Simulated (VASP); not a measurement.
# SiNi3 (Pm-3m) in VASP: further runs

SiNi3 is run at these levels: PBEsol; tasks: single point.

Program: VASP 6.6.1. These are calculated values, not measurements. Logs are shortened: lines on timing, memory, paths and dates and some standing lists are left out, and cuts for length are marked.

## (1) The cell of the first run

It takes space group Pm-3m (No. 221, cubic). The conventional cell has a = 3.617 Å, b = 3.617 Å, c = 3.617 Å, α = 90.00°, β = 90.00°, γ = 90.00°. Within 3.4 Å of Si (site symmetry m-3m) lie 12 Ni at 2.56 Å. Ni (site symmetry 4/mmm) has 4 Si at 2.56 Å and 8 Ni at 2.56 Å within 3.4 Å.

## (2) Single point, PBEsol (equal strain along all axes, cell held: +4.5 %)

File INCAR:

```
PREC     = Accurate       # precision mode
ENCUT    = 520            # plane-wave cutoff, eV
EDIFF    = 1E-7           # SCF threshold, eV
ISMEAR   = 0              # smearing method
SIGMA    = 0.1            # smearing width, eV
LREAL    = F              # projectors in reciprocal space
LASPH    = T              # aspherical terms in the spheres
NELM     = 60             # most SCF steps
ALGO     = Fast           # electronic algorithm
ISIF     = 2              # what is computed and relaxed
LWAVE    = F              # write WAVECAR
LCHARG   = F              # write CHGCAR
GGA      = PS             # functional
NBANDS   = 25             # bands
```

File KPOINTS:

```
regular mesh
0
Gamma
  16 16 16
```

File POSCAR:

```
SiNi3
1.0
    3.6170018171      0.0000000000      0.0000000000
    0.0000000000      3.6170018171      0.0000000000
    0.0000000000      0.0000000000      3.6170018171
Si Ni
1 3
Direct
    0.0000000000      0.0000000000      0.0000000000
    0.0000000000      0.5000000000      0.5000000000
    0.5000000000      0.0000000000      0.5000000000
    0.5000000000      0.5000000000      0.0000000000
```

Potentials or basis: VASP PAW PBE potentials, release 64 (Si, Ni).

Launch:

```bash
cat potpaw_PBE.64/Si/POTCAR potpaw_PBE.64/Ni/POTCAR > POTCAR
mpirun -np 1 vasp_std > vasp.out
```

OUTCAR:

```text
PREC = Accurate
   ENCUT = 520
   EDIFF = 1E-7
   ISMEAR = 0
   LREAL = F
   LASPH = T
   NELM = 60
   ISIF = 2
   GGA = PS

 ion  position               nearest neighbor table
   1  0.000  0.000  0.000-   2 2.56   3 2.56   4 2.56   2 2.56   3 2.56   2 2.56   4 2.56   2 2.56
                             3 2.56   4 2.56   3 2.56   4 2.56
   2  0.000  0.500  0.500-   1 2.56   3 2.56   4 2.56   1 2.56   4 2.56   1 2.56   3 2.56   1 2.56
                             3 2.56   4 2.56   4 2.56   3 2.56
   3  0.500  0.000  0.500-   1 2.56   2 2.56   4 2.56   1 2.56   4 2.56   2 2.56   4 2.56   4 2.56
                             1 2.56   2 2.56   1 2.56   2 2.56
   4  0.500  0.500  0.000-   1 2.56   2 2.56   3 2.56   2 2.56   3 2.56   1 2.56   3 2.56   3 2.56
                             1 2.56   2 2.56   2 2.56   1 2.56

  LATTYP: Found a simple cubic cell.
 ALAT       =     3.6170018171

  Lattice vectors:

 A1 = (   3.6170018171,   0.0000000000,   0.0000000000)
 A2 = (   0.0000000000,   3.6170018171,   0.0000000000)
 A3 = (   0.0000000000,   0.0000000000,   3.6170018171)

Analysis of symmetry for initial positions (statically):
=====================================================================
 Subroutine PRICEL returns:
 Original cell was already a primitive cell.

 Routine SETGRP: Setting up the symmetry group for a
 simple cubic supercell.

 Subroutine GETGRP returns: Found 48 space group operations
 (whereof 48 operations were pure point group operations)
 out of a pool of 48 trial point group operations.

The static configuration has the point symmetry O_h .

Analysis of symmetry for dynamics (positions and initial velocities):
=====================================================================
 Subroutine PRICEL returns:
 Original cell was already a primitive cell.

 Routine SETGRP: Setting up the symmetry group for a
 simple cubic supercell.

 Subroutine GETGRP returns: Found 48 space group operations
 (whereof 48 operations were pure point group operations)
 out of a pool of 48 trial point group operations.

The dynamic configuration has the point symmetry O_h .

 Subroutine INISYM returns: Found 48 space group operations
 (whereof 48 operations are pure point group operations),
 and found     1 'primitive' translations

----------------------------------------------------------------------------------------

                                     Primitive cell

  volume of cell :      47.3202

  direct lattice vectors                    reciprocal lattice vectors
     3.617001817  0.000000000  0.000000000     0.276472076  0.000000000  0.000000000
     0.000000000  3.617001817  0.000000000     0.000000000  0.276472076  0.000000000
     0.000000000  0.000000000  3.617001817     0.000000000  0.000000000  0.276472076

  length of vectors
     3.617001817  3.617001817  3.617001817     0.276472076  0.276472076  0.276472076

  position of ions in fractional coordinates (direct lattice)
     0.000000000  0.000000000  0.000000000
     0.000000000  0.500000000  0.500000000
     0.500000000  0.000000000  0.500000000
     0.500000000  0.500000000  0.000000000

  ion indices of the primitive-cell ions
   primitive index   ion index
                 1           1
                 2           2
                 3           3
                 4           4

----------------------------------------------------------------------------------------

 KPOINTS: regular mesh

Automatic generation of k-mesh.
 Grid dimensions read from file:
 generate k-points for:   16   16   16

 Generating k-lattice:

  Cartesian coordinates                     Fractional coordinates (reciprocal lattice)
     0.017279505  0.000000000  0.000000000     0.062500000  0.000000000  0.000000000
     0.000000000  0.017279505  0.000000000     0.000000000  0.062500000  0.000000000
     0.000000000  0.000000000  0.017279505     0.000000000  0.000000000  0.062500000

  Length of vectors
     0.017279505  0.017279505  0.017279505

  Shift w.r.t. Gamma in fractional coordinates (k-lattice)
     0.000000000  0.000000000  0.000000000

 Subroutine IBZKPT returns following result:
 ===========================================

 Found    165 irreducible k-points:

 Following reciprocal coordinates:
            Coordinates               Weight
  0.000000  0.000000  0.000000      1.000000
  0.062500  0.000000  0.000000      6.000000
  0.125000  0.000000  0.000000      6.000000
  0.187500  0.000000  0.000000      6.000000
  0.250000  0.000000  0.000000      6.000000
  0.312500  0.000000  0.000000      6.000000
[... 16 lines left out ...]
  0.437500  0.125000  0.000000     24.000000
  0.500000  0.125000  0.000000     12.000000
 [... further k-points ...]
   k-points           NKPTS =    165   k-points in BZ     NKDIM =    165   number of bands    NBANDS=     25
   number of dos      NEDOS =    301   number of ions     NIONS =      4
   total plane-waves  NPLWV =  21952
   dimension x,y,z NGX =    28 NGY =   28 NGZ =   28
   dimension x,y,z NGXF=    56 NGYF=   56 NGZF=   56
   ions per type =               1   3
   NGX,Y,Z   is equivalent  to a cutoff of  12.87, 12.87, 12.87 a.u.
   NGXF,Y,Z  is equivalent  to a cutoff of  25.74, 25.74, 25.74 a.u.
 SYSTEM =  unknown system
   PREC   = accura    normal or accurate (medium, high low for compatibility)
   ISTART =      0    job   : 0-new  1-cont  2-samecut
   ICHARG =      2    charge: 1-file 2-atom 10-const
   ISPIN  =      1    spin polarized calculation?
   LNONCOLLINEAR =      F non collinear calculations
   LSORBIT =      F    spin-orbit coupling
   LASPH  =      T    aspherical Exc in radial PAW
   ENCUT  =  520.0 eV  38.22 Ry    6.18 a.u.   6.73  6.73  6.73*2*pi/ulx,y,z
   NELM   =     60;   NELMIN=  2; NELMDL= -5     # of ELM steps
   EDIFF  = 0.1E-06   stopping-criterion for ELM
   LREAL  =      F    real-space projection
   EDIFFG = 0.1E-05   stopping-criterion for IOM
   NSW    =      0    number of steps for IOM
   IBRION =     -1    ionic relax: 0-MD 1-quasi-New 2-CG
   NFREE  =      0    steps in history (QN), initial steepest desc. (CG)
   ISIF   =      2    stress and relaxation
   ISYM   =      2    0-nonsym 1-usesym 2-fastsym
   POTIM  = 0.5000    time-step for ionic-motion
   TEBEG  =    0.0;   TEEND  =   0.0 temperature during run
   PSTRESS=    0.0 pullay stress
   NELECT =      34.0000    total number of electrons
   NUPDOWN=      -1.0000    fix difference up-down
   EMIN   =  10.00;   EMAX   =-10.00  energy-range for DOS
   EFERMI =   0.00;   METHOD = LEGACY
   ISMEAR =     0;   SIGMA  =   0.10  broadening in eV -4-tet -1-fermi 0-gaus
   EFERMI_NEDOS =   21; number of points for ismear=-14 and -15
   IALGO  =     68    algorithm
   IMIX   =      4    mixing-type and parameters
     AMIX     =   0.40;   BMIX     =  1.00
     AMIX_MAG =   1.60;   BMIX_MAG =  1.00
  volume/ion in A,a.u.               =      11.83        79.83
  Fermi-wavevector in a.u.,A,eV,Ry     =   1.466287  2.770881 29.252505  2.149998
  Thomas-Fermi vector in A             =   2.582043
   LORBIT       =      0    0 simple, 1 ext, 2 COOP (PROOUT), +10 PAW based schemes
   GGA     = PS    functional components
   LHFCALC =     F    Hartree Fock is set to
   AEXX    =    0.0000 exact exchange contribution
   IVDW    =     0    specifies the selected vdW correction
   LEPSILON=     F    determine dielectric tensor
   LRPA    =     F    only Hartree local field effects (RPA)
 non-spin polarized calculation
 RMM-DIIS sequential band-by-band and
 Gauss-broadening in eV      SIGMA  =   0.10
  energy-cutoff  :      520.00
  volume of cell :       47.32
 maximum number of plane-waves:      1328
 NGX is ok and might be reduce to    28
   NGX = 13   NGY = 13   NGZ = 13

 number of electron      34.0000063 magnetization

 Free energy of the ion-electron system (eV)
  ---------------------------------------------------
  ext. energy  EPLUGINS =         0.00000000
  ---------------------------------------------------
  free energy    TOTEN  =       -25.82291353 eV

  energy without entropy =      -25.81189298  energy(sigma->0) =      -25.81740325

 E-fermi :   9.1693     XC(G=0): -12.7324

 val. band max:        9.1684325862   @ k =   0.0625   0.0625   0.0000
 cond. band min:       9.1838245821   @ k =   0.5000   0.3750   0.3750
 fundamental gap:      0.0153919960
 Fermi energy:         9.1692719090

 k-point     1 :       0.0000    0.0000    0.0000
  band No.  band energies     occupation
      1      -2.0400      2.00000
      2       4.8494      2.00000
      3       5.6309      2.00000
      4       5.6309      2.00000
      5       6.0862      2.00000
      6       6.0862      2.00000
[... 17 lines left out ...]
     24      19.0278      0.00000
     25      19.0278      0.00000

 k-point     2 :       0.0625    0.0000    0.0000
  band No.  band energies     occupation
      1      -1.9977      2.00000
      2       4.8563      2.00000
      3       5.5639      2.00000
      4       5.6602      2.00000
      5       6.0814      2.00000
      6       6.0814      2.00000
[... 17 lines left out ...]
     24      18.8993      0.00000
     25      18.9107      0.00000

 k-point     3 :       0.1250    0.0000    0.0000
  band No.  band energies     occupation
      1      -1.8715      2.00000
      2       4.8336      2.00000
      3       5.3893      2.00000
      4       5.7463      2.00000
      5       6.0656      2.00000
      6       6.0656      2.00000
[... 552 lines left out ...]
 k-point    23 :       0.4375    0.1250    0.0000
  band No.  band energies     occupation
      1      -0.1865      2.00000
      2       2.3910      2.00000
      3       5.5576      2.00000
      4       5.8265      2.00000
      5       5.8425      2.00000
      6       6.5072      2.00000
[... 17 lines left out ...]
     24      17.1258      0.00000
     25      20.0136      0.00000

 k-point    24 :       0.5000    0.1250    0.0000
  band No.  band energies     occupation
      1      -0.0380      2.00000
      2       2.1856      2.00000
      3       5.5716      2.00000
      4       5.8164      2.00000
      5       5.8609      2.00000
      6       6.5164      2.00000
[... 17 lines left out ...]
     24      17.0567      0.00000
     25      19.9104      0.00000

 [... further k-points ...]

------------------------ aborting loop because EDIFF is reached ----------------------------------------

  FORCE on cell =-STRESS in cart. coord.  units (eV):
  Direction    XX          YY          ZZ          XY          YZ          ZX
  --------------------------------------------------------------------------------------
  -------------------------------------------------------------------------------------
  Total       -6.7754562     -6.7754562     -6.7754562      0.0000000     -0.0000000      0.0000000
  in kB     -229.4050330   -229.4050330   -229.4050330      0.0000000     -0.0000000      0.0000000
  external PRESSURE =    -229.4050330 kB  Pullay stress =       0.0000000 kB

 VOLUME and BASIS-vectors are now :
 -----------------------------------------------------------------------------
  energy-cutoff  :      520.00
  volume of cell :       47.32
      direct lattice vectors                 reciprocal lattice vectors
     3.617001817  0.000000000  0.000000000     0.276472076  0.000000000  0.000000000
     0.000000000  3.617001817  0.000000000     0.000000000  0.276472076  0.000000000
     0.000000000  0.000000000  3.617001817     0.000000000  0.000000000  0.276472076

 POSITION                                       TOTAL-FORCE (eV/Angst)
 -----------------------------------------------------------------------------------
      0.00000      0.00000      0.00000         0.000000      0.000000      0.000000
      0.00000      1.80850      1.80850         0.000000      0.000000      0.000000
      1.80850      0.00000      1.80850         0.000000      0.000000      0.000000
      1.80850      1.80850      0.00000         0.000000      0.000000      0.000000
 -----------------------------------------------------------------------------------
    total drift:                                0.000000      0.000000      0.000000

  FREE ENERGIE OF THE ION-ELECTRON SYSTEM (eV)
  ---------------------------------------------------
  free  energy   TOTEN  =       -25.8229135326 eV

  energy  without entropy=      -25.8118929762  energy(sigma->0) =      -25.81740325
```

It took 2.7 min on 1 thread of Intel Xeon Platinum 8259CL at 2.50GHz (Skylake/Cascade Lake), shared host; peak memory 0.28 GiB.

What came out:

```yaml
Free_energy: -25.8229 eV
Pressure: -22.9 GPa
Band_gap_on_the_k_mesh: zero (band 17 reaches 9.19 eV, above the bottom of band 18 at 8.98 eV)
```

Caveat: the cell differs from its parent crystal (equal strain along all axes, cell held: +4.5 %); the PAW data sets were made with another functional, which shifts forces and pressure a little. Spin polarisation is off, so any magnetic state and its effect on volume and gap are missing.

## (3) Single point, PBEsol

This run uses another cell than the first one, of 10.37 Å³/atom, 0.876 times its volume.

File INCAR:

```
SYSTEM = SiNi3
PREC = Accurate
ENCUT = 520
EDIFF = 1E-7
ISMEAR = 0
SIGMA = 0.1
LREAL = .FALSE.
LASPH = .TRUE.
NELM = 80
ALGO = Fast
ISIF = 2
LWAVE = .FALSE.
LCHARG = .FALSE.
GGA = PS
NBANDS = 25
ISYM = 0
```

File KPOINTS:

```
Automatic mesh
0
G
  10 7 14
  0 0 0
```

File POSCAR:

```
SiNi3
1.0
    3.4612457017      0.0000000000      0.0000000000
    0.0000000000      4.8949406140      0.0000000000
    0.0000000000      2.4474703070      2.4474703070
Si Ni
1 3
Direct
    0.0000000000      0.0000000000      0.0000000000
    0.5000000000      0.0000000000      0.5000000000
    0.5000000000      0.5000000000      0.5000000000
    0.0000000000      0.5000000000      0.0000000000
```

Potentials or basis: VASP PAW PBE potentials, release 64 (Si, Ni).

Launch:

```bash
cat potpaw_PBE.64/Si/POTCAR potpaw_PBE.64/Ni/POTCAR > POTCAR
mpirun -np 1 vasp_std > vasp.out
```

Run time: 10 min. Hardware: 1 thread of Intel Xeon Platinum 8259CL at 2.50GHz (Skylake/Cascade Lake), shared host; peak memory 0.51 GiB.

Results (log left out):

| Item | Value |
| --- | --- |
| Free energy | -26.2973 eV |
| Pressure | 0.1 GPa |
| Band gap on the k mesh | zero (band 17 reaches 11.13 eV, above the bottom of band 18 at 10.88 eV) |

Levels at points of the mesh, in eV from the Fermi level:
```tsv
k point	band 14	band 15	band 16	band 17	band 18	band 19	band 20	band 21
(0.00, 0.00, 0.00)	-0.64	-0.64	-0.30	0.04	0.04	0.04	5.21	6.51
(0.50, 0.00, 0.00)	-1.35	-1.21	-0.57	0.04	3.78	3.78	5.34	5.34
(0.00, 0.00, 0.50)	-1.50	-1.17	-1.07	-1.01	0.70	0.70	5.87	6.53
(0.50, 0.00, 0.50)	-1.31	-1.31	-0.51	-0.21	-0.21	-0.21	1.40	4.18
```

Caveat: the PAW data sets were made with another functional, which shifts forces and pressure a little. Spin polarisation is off, so any magnetic state and its effect on volume and gap are missing.

## (4) Single point, PBEsol

This run uses another cell than the first one, of 10.37 Å³/atom, 0.876 times its volume.

File INCAR:

```
ALGO = Fast
EDIFF = 1E-6
ENCUT = 520
GGA = PS
ISIF = 2
ISMEAR = 0
LASPH = T
LCHARG = F
LREAL = F
LWAVE = F
NBANDS = 25
NELM = 100
PREC = Accurate
SIGMA = 0.15
```

File KPOINTS:

```
k-points
0
Gamma
  10 10 10
```

File POSCAR:

```
SiNi3
1.0
    3.4612457518      0.0000000000      0.0000000000
    0.0000000000      3.4612457518      0.0000000000
    0.0000000000      0.0000000000      3.4612457518
Si Ni
1 3
Direct
    0.0000000000      0.0000000000      0.0000000000
    0.0000000000      0.5000000000      0.5000000000
    0.5000000000      0.0000000000      0.5000000000
    0.5000000000      0.5000000000      0.0000000000
```

Launch:

```bash
cat potpaw_PBE.64/Si/POTCAR potpaw_PBE.64/Ni/POTCAR > POTCAR
mpirun -np 1 vasp_std > vasp.out
```

Wall time 45 s (1 thread of AMD EPYC 7R13 (Zen 3), shared host); peak memory 0.15 GiB.

It converged, with:

```yaml
Free_energy: -26.3036 eV
Pressure: 0.2 GPa
Band_gap_on_the_k_mesh: zero (band 17 reaches 11.13 eV, above the bottom of band 18 at 10.88 eV)
```

Levels at points of the mesh, in eV from the Fermi level:
| k point | band 13 | band 14 | band 15 | band 16 | band 17 | band 18 | band 19 | band 20 | band 21 | band 22 |
| --- | --- | --- | --- | --- | --- | --- | --- | --- | --- | --- |
| (0.00, 0.00, 0.00) | -0.94 | -0.66 | -0.66 | -0.32 | 0.02 | 0.02 | 0.02 | 5.19 | 6.49 | 6.49 |
| (0.50, 0.00, 0.00) | -1.41 | -1.37 | -1.22 | -0.59 | 0.02 | 3.76 | 3.76 | 5.32 | 5.32 | 5.47 |
| (0.50, 0.50, 0.00) | -1.53 | -1.52 | -1.19 | -1.09 | -1.02 | 0.68 | 0.68 | 5.85 | 6.51 | 7.79 |
| (0.50, 0.50, 0.50) | -1.53 | -1.33 | -1.33 | -0.53 | -0.23 | -0.23 | -0.23 | 1.39 | 4.16 | 4.16 |

Caveat: the PAW data sets were made with another functional, which shifts forces and pressure a little.

## (5) The runs side by side

```csv
cell,k mesh,smearing,gap on the mesh (eV),pressure (GPa)
"a = 3.617 Å, 4 atoms",16 × 16 × 16,gaussian 0.1 eV,none,-22.9
"a = 3.461, b = 4.895 Å, angles 45.0, 90.0, 90.0°, 4 atoms",10 × 7 × 14,gaussian 0.1 eV,none,0.1
"a = 3.461 Å, 4 atoms",10 × 10 × 10,gaussian 0.15 eV,none,0.2
```

Alike in all rows: task single point; level PBEsol; potentials or basis VASP PAW PBE potentials, release 64 (Si, Ni); no spin polarisation; cutoff (eV) 520.

Caveats: the PAW data sets were made with another functional, which shifts forces and pressure a little.

Absolute energies hang on the potentials; compare differences alone.
